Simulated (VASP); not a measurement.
Wanted: the native input for a VASP 6.6.1 run.

```yaml
Task: single point
Functional: PBEsol
Potentials_or_basis: VASP PAW PBE potentials, release 64 (Si, Ti_sv)
Cutoff: 520 eV
k_mesh: 2 × 2 × 2
Occupations: gaussian, width 0.05 eV
Spin: no spin polarisation
Dipole_correction: no
Further_INCAR_settings: LREAL = Auto; ALGO = Normal; EDIFF = 1e-06; NBANDS = 52
```

The structure of TiSi16 (a cell with a defect) lies in POSCAR:

```
TiSi16
1.0
    0.0000000000      5.4300000000      5.4300000000
    5.4300000000      0.0000000000      5.4300000000
    5.4300000000      5.4300000000      0.0000000000
Si Ti
16 1
Direct
   -0.0000611606     -0.0004946003      0.0001676388
    0.1234006900      0.1230647016      0.1235690515
    0.0029359169      0.0027277158      0.4970742409
    0.1234187409      0.1230993425      0.6297459712
    0.0030432877      0.4965451547      0.0030777009
    0.1235077010      0.6290748066      0.1236424396
    0.0030890593      0.4965893620      0.4971900207
    0.1369454112      0.6207930029      0.6211000272
    0.4968906508      0.0027944928      0.0030372152
    0.6295165310      0.1231422305      0.1235962005
    0.4969145970      0.0028603448      0.4971137207
    0.6210030077      0.1366644092      0.6211187512
    0.4970479229      0.4966463957      0.0031488336
    0.6210339750      0.6208421662      0.1369808944
    0.5000707229      0.4997872449      0.5000867291
    0.6210449616      0.6208859830      0.6210925477
    0.7500218547      0.7496894771      0.7501138870
```

The input as run:

INCAR

```
PREC = Accurate
ENCUT = 520
EDIFF = 1E-6
ISMEAR = 0
SIGMA = 0.05
LREAL = Auto
LASPH = True
NELM = 80
ALGO = Normal
ISIF = 2
LWAVE = False
LCHARG = False
GGA = PS
NBANDS = 52
```

KPOINTS

```
regular mesh
0
Gamma
  2 2 2
```

Potentials or basis: VASP PAW PBE potentials, release 64 (Si, Ti_sv).

Run with:

```sh
$ cat potpaw_PBE.64/Si/POTCAR potpaw_PBE.64/Ti_sv/POTCAR > POTCAR
$ mpirun -np 1 vasp_std > vasp.out
```

It gave:

The pressure is 2.1 GPa. The largest force is 0.008 eV/Å. The band gap on the k mesh is zero (bands 38 and 39 overlap by 0.41 eV).

Caveat: the k points lie up to 0.50 Å⁻¹ apart; the PAW data sets were made with another functional, which shifts forces and pressure a little.

Wall time 2.9 min on 1 thread of AMD EPYC 9R45 (Zen 5), with other jobs on the host, peak memory 0.45 GiB.
